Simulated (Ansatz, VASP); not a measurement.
# TiO2: VASP beside Ansatz

```xyz
6
Lattice="4.4389 0.0000 0.0000 0.0000 4.4389 0.0000 0.0000 0.0000 3.0704" Properties=species:S:1:pos:R:3 pbc="T T T"
Ti    0.0000    0.0000    0.0000
Ti    2.2194    2.2194    1.5352
O     1.3543    1.3543    0.0000
O     0.8652    3.5737    1.5352
O     3.0846    3.0846    0.0000
O     3.5737    0.8652    1.5352
```

Alike in both runs: task single point; functional PBE; k mesh 8 × 8 × 10; occupations gaussian, width 0.05 eV; no spin polarisation.

|  | VASP | Ansatz |
| --- | --- | --- |
| version | VASP 6.6.1 | Ansatz 0.2.0 |
| potentials or method | VASP PAW PBE potentials, release 64 (Ti_sv, O), cutoff 520 eV | scalar-relativistic, plane waves, PAW |
| valence electrons in the cell | 48 | 48 |

```csv
,VASP,Ansatz,Ansatz less VASP
gap on the k mesh at the Fermi level (eV),1.89,1.93,+0.036
least direct gap on the mesh (eV),1.89,1.93,+0.036
pressure (GPa),11.7,11.0,-0.69
"traceless stress, the component that is largest in VASP (GPa)",-11.47,-11.60,-0.138
rms of the force components (eV/Å),0.054,0.053,-0.0008
```

Atom by atom the forces differ by 0.001 eV/Å (rms over components).
